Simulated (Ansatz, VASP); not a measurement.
## Rh: VASP beside Ansatz

File INCAR:

```
  PREC = Accurate
  ENCUT = 520
  EDIFF = 1E-6
  ISMEAR = -1
  SIGMA = 0.05
  LREAL = False
  LASPH = True
  NELM = 100
  ALGO = Normal
  ISIF = 2
  LWAVE = False
  LCHARG = True
  LELF = True
  LVHAR = True
  NBANDS = 14
```

File KPOINTS:

```
Automatic mesh
0
Gamma
  18 18 18
```

Contents of POSCAR:

```
Rh
1.0
    0.0000000000      1.9125729789      1.8839562256
    1.9125729789      0.0000000000      1.8839562256
    1.9125729789      1.9125729789      0.0000000000
Rh
1
Direct
    0.0000000000      0.0000000000      0.0000000000
```

Input for Ansatz:

```yaml
crystal:
  lattice:
    - [0.0, 1.9125729789, 1.8839562256]
    - [1.9125729789, 0.0, 1.8839562256]
    - [1.9125729789, 1.9125729789, 0.0]
  atoms:
    - { symbol: Rh, position: [0.0, 0.0, 0.0] }
kpoints:
  mp_grid: { grid: [18, 18, 18] }
scf:
  occupations: { method: fermi_dirac, width: 0.05 }
hamiltonian:
  xc: lda
  pseudopotentials: { kind: all_electron, lapw: { basis_error: 0.0005 } }
output:
  forces: true
  stress: true
  eigenvalues: true
```

Change from the starting cell: z stretched by -1 % at fixed volume.

Alike in both runs: task single point; functional LDA; k mesh 18 × 18 × 18; occupations fermi-dirac, width 0.05 eV; no spin polarisation.

|  | VASP | Ansatz |
| --- | --- | --- |
| version | VASP 6.6.1 | Ansatz 0.2.0 |
| potentials or method | VASP PAW LDA potentials, release 64 (Rh_pv), cutoff 520 eV | all-electron LAPW, scalar-relativistic |

Ansatz gave:

```
pressure (GPa)                                                : -11.8
traceless stress, the component that is largest in VASP (GPa) : 2.51
```

Question: Estimate VASP's values.

Answer: Pressure (GPa): -11.0; traceless stress, the component that is largest in VASP (GPa): 2.50.

LDA's correlation is that of Perdew and Zunger in VASP and of Perdew and Wang (1992) in Ansatz. Ansatz ran all-electron here, and VASP with PAW potentials.
